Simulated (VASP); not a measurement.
KI:

```xyz
2
Lattice="0.0000 3.9659 3.9659 3.9659 0.0000 3.9659 3.9659 3.9659 0.0000" Properties=species:S:1:pos:R:3 pbc="T T T"
K     0.0000    0.0000    0.0000
I     1.9829    1.9829    1.9829
```

Base run:

```yaml
Program: VASP 6.6.1
Functional: PBE
Potentials_or_basis: VASP PAW PBE potentials, release 64 (K_sv, I)
Cutoff: 520 eV
k_mesh: 4 × 4 × 4
Occupations: gaussian, width 0.01 eV
Spin: no spin polarisation
```

Its results: band gap on the k mesh 3.93 eV, direct; pressure 0.2 GPa.

Problem. The run is repeated on the same cell with these changes: functional from PBE to r2SCAN. What comes out?

Solution. Band gap on the k mesh 4.47 eV, direct; pressure 0.0 GPa.

r2SCAN gives the wider gap, since meta-GGAs in the generalised Kohn-Sham scheme recover part of the derivative discontinuity.

Caveats: spin-orbit coupling is left out, which moves the levels of the heavy elements; the PAW data sets were made with another functional, which shifts forces and pressure a little (some runs).

